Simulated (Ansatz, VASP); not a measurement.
## C: VASP beside Ansatz

```
C
1.0
     0.00000    1.77691   -1.77691
    -1.77691    0.00000    1.77691
     3.55381    3.55381    3.55381
C
6
Direct
  0.33333 0.66667 0.20833
  0.66667 0.33333 0.54167
  0.00000 0.00000 0.87500
  0.00000 0.00000 0.12500
  0.33333 0.66667 0.45833
  0.66667 0.33333 0.79167
```

Alike in both runs: task single point; functional PBE; k mesh 12 × 12 × 4; occupations fermi-dirac, width 0.02 eV; no spin polarisation.

```csv
,VASP,Ansatz
version,VASP 6.6.1,Ansatz 0.2.0
potentials or method,"VASP PAW PBE potentials, release 64 (C), cutoff 520 eV","all-electron LAPW, scalar-relativistic"
```

|  | VASP | Ansatz | Ansatz less VASP |
| --- | --- | --- | --- |
| gap on the k mesh at the Fermi level (eV) | 4.22 | 4.23 | +0.009 |
| pressure (GPa) | 7.4 | 6.6 | -0.74 |

Ansatz ran all-electron here, and VASP with PAW potentials.
